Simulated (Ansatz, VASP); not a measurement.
# Two plane-wave programs on BeCd2Te3

```
Be Cd Te
1.0
     3.66859    0.00000    0.00000
     0.00000    3.66859    0.00000
     0.00000    0.00000   10.92415
Be Cd Te
1 2 3
Direct
  0.00000 0.00000 0.00000
  0.00000 0.00000 0.32770
  0.00000 0.00000 0.67230
  0.50000 0.50000 0.13879
  0.50000 0.50000 0.50000
  0.50000 0.50000 0.86121
```

Change from the starting cell: species swapped into the Al3Ni2Pt type (P4/mmm, No. 123).

Alike in both runs: task relaxation of cell and atoms; functional PBE; k mesh 10 × 10 × 4; occupations gaussian, width 0.1 eV; no spin polarisation.

|  | VASP | Ansatz |
| --- | --- | --- |
| version | VASP 6.6.1 | Ansatz 0.2.0 |
| potentials or method | VASP PAW PBE potentials, release 64 (Be, Cd, Te), cutoff 600 eV | scalar-relativistic, plane waves, PAW |
| valence electrons in the cell | 44 | 90 |

Ansatz gave:

- gap on the k mesh at the Fermi level, each at its own relaxed structure (eV): none
- relaxed volume (Å³/atom): 24.61
- relaxed cell length with the largest relative difference (Å): 11.948

**Question.** What did VASP give for the same quantities?

**Answer.** gap on the k mesh at the Fermi level, each at its own relaxed structure (eV): none; relaxed volume (Å³/atom): 24.63; relaxed cell length with the largest relative difference (Å): 11.988.

A gap of «none» marks a metal or a gap that the smearing closes. VASP's potentials hold 44 valence electrons a cell and Ansatz's 90, so a difference there can come from the potentials and not from the codes.

Neither program's run includes spin-orbit coupling.
